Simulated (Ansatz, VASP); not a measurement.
**One calculation of Cu, two programs**

```
Cu
1.0
     4.28503    0.00000    0.00000
    -2.14252    3.71095    0.00000
     0.00000    0.00000    2.57384
Cu
3
Direct
  0.00000 0.00000 0.00000
  0.33333 0.66667 0.50000
  0.66667 0.33333 0.50000
```

Alike in both runs: task single point; functional PBE; k mesh 12 × 12 × 17; occupations fermi-dirac, width 0.1 eV; no spin polarisation.

```csv
,VASP,Ansatz
version,VASP 6.6.1,Ansatz 0.2.0
potentials or method,"VASP PAW PBE potentials, release 64 (Cu), cutoff 520 eV","plane waves (420 eV) with PAW, scalar-relativistic"
valence electrons in the cell,33,57
```

VASP gave:

- pressure (GPa): -10.7
- traceless stress, the component that is largest in VASP (GPa): 0.11

Problem. What did Ansatz give for the same quantities?

Solution. Pressure (GPa): -11.4; traceless stress, the component that is largest in VASP (GPa): 0.14.

VASP's potentials hold 33 valence electrons a cell and Ansatz's 57, so a difference there can come from the potentials and not from the codes.
